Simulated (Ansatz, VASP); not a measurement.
**TiAl3: VASP beside Ansatz**

```
Ti Al
1.0
    -1.90777    1.90777    4.27700
     1.90777   -1.90777    4.27700
     1.90777    1.90777   -4.27700
Ti Al
1 3
Direct
  0.00000 0.00000 0.00000
  0.50438 0.50438 0.00000
  0.75000 0.25000 0.50000
  0.25000 0.75000 0.50000
```

Alike in both runs: task single point; functional PBEsol; k mesh 18 × 18 × 18; occupations gaussian, width 0.15 eV; no spin polarisation.

|  | VASP | Ansatz |
| --- | --- | --- |
| version | VASP 6.6.1 | Ansatz 0.2.0 |
| potentials or method | VASP PAW PBE potentials, release 64 (Ti_sv, Al), cutoff 520 eV | scalar-relativistic, plane waves, PAW |
| valence electrons in the cell | 21 | 21 |

Ansatz gave:

| Quantity | Value |
| --- | --- |
| gap on the k mesh at the Fermi level (eV) | none |
| pressure (GPa) | 0.0 |
| traceless stress, the component that is largest in VASP (GPa) | -0.06 |
| rms of the force components (eV/Å) | 0.057 |

Question: Which values does VASP return?

Answer: gap on the k mesh at the Fermi level (eV): none; pressure (GPa): 0.1; traceless stress, the component that is largest in VASP (GPa): -0.08; rms of the force components (eV/Å): 0.057.

VASP's potentials were made for PBE, not for PBEsol. Atom by atom the forces differ by 0.000 eV/Å (rms over components). A gap of «none» marks a metal or a gap that the smearing closes. The functional is the same, so the differences come from potentials, cutoffs and numerics.
